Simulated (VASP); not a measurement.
# TaF3 (P6/mmm) in VASP: notebook

TaF3 is run at these levels: PBE; tasks: relaxation of cell and atoms, single point.

Program: VASP 6.6.1. These are calculated values, not measurements. Logs are shortened: lines on timing, memory, paths and dates and some standing lists are left out, and cuts for length are marked.

## 1. The cell of the first run

Symmetry: P6/mmm, No. 191, hexagonal system. Conventional cell: a = 4.322 Å, b = 4.322 Å, c = 3.049 Å, α = 90.00°, β = 90.00°, γ = 120.00°. Within 2.9 Å of Ta (site symmetry 6/mmm) lie 6 F at 2.16 Å. Within 2.9 Å of F (site symmetry mmm) lie 2 Ta at 2.16 Å and 4 F at 2.16 Å.

The cell was built from a structure type or drawn by symmetry, and may not be a known phase.

## 2. Relaxation of cell and atoms, PBE

File INCAR:

```
ALGO = Normal ; EDIFF = 1E-7
EDIFFG = -0.04 ; ENCUT = 600
GGA = PE ; IBRION = 2
ISIF = 3 ; ISMEAR = 0
LASPH = True ; LCHARG = False
LREAL = False ; LWAVE = False
NELM = 100 ; NSW = 90
PREC = Accurate ; SIGMA = 0.1
```

File KPOINTS:

```
k-points
0
Gamma
  6 6 6
```

File POSCAR:

```
TaF3
1.0
    4.3222321236      0.0000000000      0.0000000000
   -2.1611160618      3.7431628201      0.0000000000
    0.0000000000      0.0000000000      3.0494807880
Ta F
1 3
Direct
    0.0000000000      0.0000000000      0.0000000000
    0.5000000000      0.0000000000      0.0000000000
    0.0000000000      0.5000000000      0.0000000000
    0.5000000000      0.5000000000      0.0000000000
```

Potentials or basis: VASP PAW PBE potentials, release 64 (Ta_pv, F).

Started as:

```bash
$ cat potpaw_PBE.64/Ta_pv/POTCAR potpaw_PBE.64/F/POTCAR > POTCAR
$ mpirun -np 1 vasp_std > vasp.out
```

OUTCAR:

```text
EDIFF = 1E-7
   EDIFFG = -0.04
   ENCUT = 600
   GGA = PE
   IBRION = 2
   ISIF = 3
   ISMEAR = 0
   LASPH = True
   LREAL = False
   NELM = 100
   NSW = 90
   PREC = Accurate

 ion  position               nearest neighbor table
   1  0.000  0.000  0.000-   2 2.16   2 2.16   4 2.16   3 2.16   3 2.16   4 2.16
   2  0.500  0.000  0.000-   1 2.16   1 2.16
   3  0.000  0.500  0.000-   1 2.16   1 2.16
   4  0.500  0.500  0.000-   1 2.16   1 2.16

  LATTYP: Found a hexagonal cell.
 ALAT       =     4.3222321236
 C/A-ratio  =     0.7055337846

  Lattice vectors:

 A1 = (   4.3222321236,   0.0000000000,   0.0000000000)
 A2 = (  -2.1611160618,   3.7431628201,   0.0000000000)
 A3 = (   0.0000000000,   0.0000000000,   3.0494807880)

Analysis of symmetry for initial positions (statically):
=====================================================================
 Subroutine PRICEL returns:
 Original cell was already a primitive cell.

 Routine SETGRP: Setting up the symmetry group for a
 hexagonal supercell.

 Subroutine GETGRP returns: Found 24 space group operations
 (whereof 24 operations were pure point group operations)
 out of a pool of 24 trial point group operations.

The static configuration has the point symmetry D_6h.

Analysis of symmetry for dynamics (positions and initial velocities):
=====================================================================
 Subroutine PRICEL returns:
 Original cell was already a primitive cell.

 Routine SETGRP: Setting up the symmetry group for a
 hexagonal supercell.

 Subroutine GETGRP returns: Found 24 space group operations
 (whereof 24 operations were pure point group operations)
 out of a pool of 24 trial point group operations.

The dynamic configuration has the point symmetry D_6h.

 Subroutine INISYM returns: Found 24 space group operations
 (whereof 24 operations are pure point group operations),
 and found     1 'primitive' translations

----------------------------------------------------------------------------------------

                                     Primitive cell

  volume of cell :      49.3370

  direct lattice vectors                    reciprocal lattice vectors
     4.322232124  0.000000000  0.000000000     0.231361938  0.133576877  0.000000000
    -2.161116062  3.743162820  0.000000000     0.000000000  0.267153754  0.000000000
     0.000000000  0.000000000  3.049480788     0.000000000  0.000000000  0.327924676

  length of vectors
[... 96 lines left out ...]
   PSTRESS=    0.0 pullay stress
   NELECT =      32.0000    total number of electrons
   NUPDOWN=      -1.0000    fix difference up-down
   EMIN   =  10.00;   EMAX   =-10.00  energy-range for DOS
   EFERMI =   0.00;   METHOD = LEGACY
   ISMEAR =     0;   SIGMA  =   0.10  broadening in eV -4-tet -1-fermi 0-gaus
   EFERMI_NEDOS =   21; number of points for ismear=-14 and -15
   IALGO  =     38    algorithm
   IMIX   =      4    mixing-type and parameters
     AMIX     =   0.40;   BMIX     =  1.00
     AMIX_MAG =   1.60;   BMIX_MAG =  1.00
  volume/ion in A,a.u.               =      12.33        83.24
  Fermi-wavevector in a.u.,A,eV,Ry     =   1.417100  2.677931 27.322856  2.008173
  Thomas-Fermi vector in A             =   2.538366
   LORBIT       =      0    0 simple, 1 ext, 2 COOP (PROOUT), +10 PAW based schemes
   GGA     = PE    functional components
   LHFCALC =     F    Hartree Fock is set to
   AEXX    =    0.0000 exact exchange contribution
   IVDW    =     0    specifies the selected vdW correction
   LEPSILON=     F    determine dielectric tensor
   LRPA    =     F    only Hartree local field effects (RPA)
 conjugate gradient relaxation of ions
 non-spin polarized calculation
 Gauss-broadening in eV      SIGMA  =   0.10
  energy-cutoff  :      600.00
  volume of cell :       49.34
 maximum number of plane-waves:      1674
 NGX is ok and might be reduce to    36
   NGX = 17   NGY = 17   NGZ = 13

--------------------------------------- Ionic step        1  -------------------------------------------

 number of electron      31.9999987 magnetization

 Free energy of the ion-electron system (eV)
  ---------------------------------------------------
  ext. energy  EPLUGINS =         0.00000000
  ---------------------------------------------------
  free energy    TOTEN  =       -24.97427784 eV

  energy without entropy =      -24.96758466  energy(sigma->0) =      -24.97093125

------------------------ aborting loop because EDIFF is reached ----------------------------------------

  FORCE on cell =-STRESS in cart. coord.  units (eV):
  Direction    XX          YY          ZZ          XY          YZ          ZX
  --------------------------------------------------------------------------------------
  -------------------------------------------------------------------------------------
  Total        0.5100256      0.5100256     -2.6713974      0.0000000      0.0000000      0.0000000
  in kB       16.5626515     16.5626515    -86.7513752      0.0000000      0.0000000      0.0000000
  external PRESSURE =     -17.8753574 kB  Pullay stress =       0.0000000 kB
[... 139 lines left out ...]
--------------------------------------- Ionic step        5  -------------------------------------------

 number of electron      31.9999990 magnetization

 Free energy of the ion-electron system (eV)
  ---------------------------------------------------
  ext. energy  EPLUGINS =         0.00000000
  ---------------------------------------------------
  free energy    TOTEN  =       -25.07560504 eV

  energy without entropy =      -25.07000012  energy(sigma->0) =      -25.07280258

 E-fermi :   3.3388     XC(G=0): -11.0258

 val. band max:        3.2977071933   @ k =   0.3333   0.0000   0.5000
 cond. band min:       3.3458815019   @ k =   0.5000   0.0000   0.3333
 fundamental gap:      0.0481743085
 Fermi energy:         3.3387986533

 k-point     1 :       0.0000    0.0000    0.0000
  band No.  band energies     occupation
      1     -33.1244      2.00000
      2     -33.1244      2.00000
      3     -32.4067      2.00000
      4     -21.6484      2.00000
      5     -19.6714      2.00000
      6     -19.6714      2.00000
[... 541 lines left out ...]
     19       7.8088      0.00000
     20       8.0678      0.00000

 [... further k-points ...]

------------------------ aborting loop because EDIFF is reached ----------------------------------------

  FORCE on cell =-STRESS in cart. coord.  units (eV):
  Direction    XX          YY          ZZ          XY          YZ          ZX
  --------------------------------------------------------------------------------------
  -------------------------------------------------------------------------------------
  Total        0.0040857      0.0040857     -0.0133013      0.0000000     -0.0000000      0.0000000
  in kB        0.1410869      0.1410869     -0.4593204      0.0000000     -0.0000000      0.0000000
  external PRESSURE =      -0.0590489 kB  Pullay stress =       0.0000000 kB
[... 19 lines left out ...]
  FREE ENERGIE OF THE ION-ELECTRON SYSTEM (eV)
  ---------------------------------------------------
  free  energy   TOTEN  =       -25.0756050379 eV

  energy  without entropy=      -25.0700001190  energy(sigma->0) =      -25.07280258

 reached required accuracy - stopping structural energy minimisation
```

OSZICAR:

```text
N       E                     dE             d eps       ncg     rms          rms(c)
DAV:   1     0.305016537968E+03    0.30502E+03   -0.20338E+04  1120   0.181E+03
[... 48 lines left out ...]
DAV:   2    -0.251065824839E+02    0.22508E+00   -0.93045E-01  1156   0.765E+00    0.127E+00
DAV:   3    -0.250809778673E+02    0.25605E-01   -0.41262E-02  1240   0.211E+00    0.509E-01
DAV:   4    -0.250756469581E+02    0.53309E-02   -0.15773E-02  1244   0.103E+00    0.186E-01
DAV:   5    -0.250755994518E+02    0.47506E-04   -0.81790E-04  1304   0.234E-01    0.492E-02
DAV:   6    -0.250756056063E+02   -0.61545E-05   -0.47621E-05  1320   0.665E-02    0.243E-02
DAV:   7    -0.250756049615E+02    0.64488E-06   -0.34557E-06  1232   0.171E-02    0.266E-03
DAV:   8    -0.250756050379E+02   -0.76468E-07   -0.13187E-07   812   0.365E-03
   5 F= -.25075605E+02 E0= -.25072803E+02  d E =-.146299E-01
```

CONTCAR:

```text
TaF3
   1.00000000000000
     4.3334847414745825    0.0000000000000000    0.0000000000000000
    -2.1667423707372913    3.7529078730385343   -0.0000000000000000
    -0.0000000000000000    0.0000000000000000    2.8528798551164694
  Ta              F
     1     3
Direct
     0.0000000000000000    0.0000000000000000    0.0000000000000000
     0.5000000000000000    0.0000000000000000    0.0000000000000000
     0.0000000000000000    0.5000000000000000    0.0000000000000000
     0.5000000000000000    0.5000000000000000    0.0000000000000000

  0.00000000E+00  0.00000000E+00  0.00000000E+00
  0.00000000E+00  0.00000000E+00  0.00000000E+00
  0.00000000E+00  0.00000000E+00  0.00000000E+00
  0.00000000E+00  0.00000000E+00  0.00000000E+00
```

It took 2.7 min on 1 thread of Intel Xeon 8259CL, shared host; peak memory 0.21 GiB.

Results:

```
Free energy                           : -25.0756 eV
Relaxed volume                        : 11.60 Å³/atom
Relaxed cell                          : a = 4.333 Å, b = 4.333 Å, c = 2.853 Å, α = 90.00°, β = 90.00°, γ = 120.00°
Space group after relaxing (to 0.1 Å) : P6/mmm (No. 191)
Energy gained by relaxing             : 25.3 meV/atom
Ionic steps                           : 5
Pressure after relaxing               : 0.0 GPa
Band gap on the k mesh                : zero (bands 16 and 17 overlap by 2.08 eV)
```

Step by step:
```tsv
step	energy change (eV)	largest force (eV/Å)	pressure (GPa)	volume (Å³)
1	0.0000	0.0000	-1.79	49.34
2	-0.0702	0.0000	-3.21	48.34
3	-0.0867	0.0000	-3.80	47.70
4	-0.0838	0.0000	4.65	45.03
5	-0.1013	0.0000	-0.01	46.40
```

Final structure:
```cif
data_structure
_symmetry_space_group_name_H-M 'P 1'
_symmetry_Int_Tables_number 1
_cell_length_a 4.3335
_cell_length_b 4.3335
_cell_length_c 2.8529
_cell_angle_alpha 90.000
_cell_angle_beta 90.000
_cell_angle_gamma 120.000
_cell_volume 46.40
loop_
_atom_site_label
_atom_site_type_symbol
_atom_site_fract_x
_atom_site_fract_y
_atom_site_fract_z
_atom_site_occupancy
Ta1 Ta 0.00000 0.00000 0.00000 1
F1 F 0.50000 0.00000 0.00000 1
F2 F 0.00000 0.50000 0.00000 1
F3 F 0.50000 0.50000 0.00000 1
```

Levels at points of the mesh, in eV from the Fermi level:
| k point | band 13 | band 14 | band 15 | band 16 | band 17 | band 18 | band 19 | band 20 |
| --- | --- | --- | --- | --- | --- | --- | --- | --- |
| (0.00, 0.00, 0.00) | -3.43 | -3.43 | -1.59 | -1.59 | 1.51 | 1.51 | 2.23 | 2.23 |
| (0.50, 0.00, 0.00) | -3.90 | -3.89 | -3.59 | -1.88 | 2.41 | 2.60 | 3.17 | 4.91 |
| (0.00, 0.00, 0.50) | -3.86 | -1.54 | -1.54 | -1.50 | -1.50 | 2.03 | 2.03 | 4.08 |
| (0.50, 0.00, 0.50) | -5.07 | -3.94 | -1.81 | -0.54 | 0.48 | 2.88 | 4.44 | 5.21 |

Caveat: spin-orbit coupling is left out, which moves the levels of the heavy elements.

(Part 1 of 3 ends here.)
